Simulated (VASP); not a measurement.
A run of VASP 6.6.1 is set up as follows.

Contents of INCAR:

```
PREC = Accurate
ENCUT = 600
EDIFF = 1E-7
ISMEAR = 0
SIGMA = 0.1
LREAL = False
LASPH = True
NELM = 100
ALGO = Normal
ISIF = 3
LWAVE = False
LCHARG = False
GGA = PS
IBRION = 2
NSW = 100
EDIFFG = -0.005
```

The input KPOINTS:

```
Automatic mesh
0
Gamma
  18 18 12
```

POSCAR

```
ZrB2
1.0
    3.1649998255      0.0000000000      0.0000000000
   -1.5824999128      2.7409702519      0.0000000000
    0.0000000000      0.0000000000      3.5200000000
Zr B
1 2
Direct
    0.0000000000      0.0000000000      0.0000000000
    0.3333333333      0.6666666667      0.5000000000
    0.6666666667      0.3333333333      0.5000000000
```

Potentials or basis: VASP PAW PBE potentials, release 64 (Zr_sv, B).

The run is started by

```console
$ cat potpaw_PBE.64/Zr_sv/POTCAR potpaw_PBE.64/B/POTCAR > POTCAR
$ mpirun -np 1 vasp_std > vasp.out
```

Predict the relaxed cell.

a = 3.156 Å, b = 3.156 Å, c = 3.508 Å, α = 90.00°, β = 90.00°, γ = 120.00°.

Predict the band gap on the k mesh.

zero (band 9 reaches 11.34 eV, above the bottom of band 10 at 10.09 eV).

Estimate the space group after relaxing (to 0.05 Å).

P6/mmm (No. 191).

Predict the relaxed volume.

10.09 Å³/atom.

Final structure:
```
Zr B
1.0
     3.15614    0.00000    0.00000
    -1.57807    2.73330    0.00000
     0.00000    0.00000    3.50844
Zr B
1 2
Direct
  0.00000 0.00000 0.00000
  0.33333 0.66667 0.50000
  0.66667 0.33333 0.50000
```

Caveat: the PAW data sets were made with another functional, which shifts forces and pressure a little.
